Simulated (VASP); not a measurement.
Crystal: ZnSe (Stilleite).

```
Se Zn
1.0
     0.00000    2.81478    2.81478
     2.81478    0.00000    2.81478
     2.81478    2.81478    0.00000
Se Zn
1 1
Direct
  0.75000 0.75000 0.75000
  0.00000 0.00000 0.00000
```

This cell differs from its parent crystal: volume scaled by 0.98.

Base run:

| Property | Result |
| --- | --- |
| Program | VASP 6.6.1 |
| Functional | PBEsol |
| Potentials or basis | VASP PAW PBE potentials, release 64 (Se, Zn) |
| Cutoff | 520 eV |
| k mesh | 8 × 8 × 8 |
| Occupations | fermi-dirac, width 0.05 eV |
| Spin | no spin polarisation |

Its results: band gap on the k mesh 1.25 eV, direct; pressure 0.4 GPa.

Q: The run is repeated on the same cell with these changes: functional from PBEsol to PBE. What comes out?

A: Band gap on the k mesh 1.37 eV, direct; pressure 3.7 GPa.

PBE binds less tightly than PBEsol, so the same cell stands under more pressure.

Caveats: the PAW data sets were made with another functional, which shifts forces and pressure a little (some runs).

